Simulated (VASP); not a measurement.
Here is a VASP 6.6.1 calculation.

Contents of INCAR:

```
  PREC = Accurate
  ENCUT = 600
  EDIFF = 1E-6
  ISMEAR = -1
  SIGMA = 0.05
  LREAL = False
  LASPH = True
  NELM = 200
  ALGO = Normal
  ISIF = 2
  LWAVE = False
  LCHARG = True
  ISPIN = 2
  MAGMOM = 2 2 2 2
  LORBIT = 11
  LMAXMIX = 4
  GGA = LIBXC
  LIBXC1 = GGA_X_B88
  LIBXC2 = GGA_C_PBE
  LELF = True
  LVHAR = True
  NBANDS = 30
  GGA_COMPAT = False
```

The input KPOINTS:

```
regular mesh
0
Gamma
  12 12 4
```

File POSCAR:

```
Co
1.0
    2.4201280013      0.0000000000      0.0000000000
   -1.2100640007      2.0958923296      0.0000000000
    0.0000000000      0.0000000000      7.9231214745
Co
4
Direct
    0.6666666667      0.3333333333      0.7500000000
    0.0000000000      0.0000000000      0.5000000000
    0.3333333333      0.6666666667      0.2500000000
    0.0000000000      0.0000000000      0.0000000000
```

Potentials or basis: VASP PAW PBE potentials, release 64 (Co).

Run with:

```bash
$ cat potpaw_PBE.64/Co/POTCAR > POTCAR
$ mpirun -np 1 vasp_std > vasp.out
```

(1) What does it give for the net moment?

(2) Estimate the site moments.

(3) Predict the pressure.

Results:

(1) 6.20 μB per cell.

(2) Co +1.56, +1.54 (each value once) μB.

(3) 18.6 GPa.

Caveat: the cell stands under pressure; the PAW data sets were made with another functional, which shifts forces and pressure a little.
